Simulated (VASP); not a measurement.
C: relaxation of the atoms with PBEsol

Crystal: C.

```
C
1.0
     0.02044    1.77062    1.77062
     1.77062    0.02044    1.77062
     1.77062    1.77062    0.02044
C
2
Direct
  0.99990 0.99990 0.99990
  0.25010 0.25010 0.25010
```

This cell differs from its parent crystal: strained cell.

```
Program                : VASP 6.6.1
Task                   : relaxation of the atoms
Functional             : PBEsol
Potentials or basis    : VASP PAW PBE potentials, release 64 (C)
Cutoff                 : 520 eV
k mesh                 : 9 × 9 × 9
Occupations            : gaussian, width 0.02 eV
Spin                   : no spin polarisation
Dipole correction      : no
Further INCAR settings : ALGO = Normal; EDIFF = 1e-07; IBRION = 2; EDIFFG = -0.002; NSW = 60
```

```yaml
Energy_gained_by_relaxing: 0.1 meV/atom
Ionic_steps: 3
Pressure_after_relaxing: 14.7 GPa
Band_gap_on_the_k_mesh: 4.09 eV, indirect (least direct gap 5.27 eV)
```

Stress tensor (GPa, compression positive):
```
14.70 -7.06 -7.06
-7.06 14.70 -7.06
-7.06 -7.06 14.70
```

The path:
```tsv
step	energy change (eV)	largest force (eV/Å)	pressure (GPa)
1	0.0000	0.1418	14.76
2	0.0017	0.3891	14.59
3	-0.0003	0.0000	14.70
```

Final structure:
```yaml
crystal:
  lattice:
    - [0.02044, 1.77062, 1.77062]
    - [1.77062, 0.02044, 1.77062]
    - [1.77062, 1.77062, 0.02044]
  atoms:
    - { symbol: C, position: [0.00020, 0.00020, 0.00020] }
    - { symbol: C, position: [0.24980, 0.24980, 0.24980] }
```

Levels at points of the mesh, in eV from the valence-band top:
| k point | band 1 | band 2 | band 3 | band 4 | band 5 | band 6 | band 7 | band 8 |
| --- | --- | --- | --- | --- | --- | --- | --- | --- |
| (0.00, 0.00, 0.00) | -22.08 | -0.09 | 0.00 | 0.00 | 5.27 | 5.78 | 5.78 | 14.26 |

It took 19 s on 1 thread of AMD EPYC 7R43 64-Core Processor (Zen 3) (shared host), peak memory 0.08 GiB.

Caveat: the cell differs from its parent crystal (strained cell); the PAW data sets were made with another functional, which shifts forces and pressure a little. A k mesh can miss the band edges.
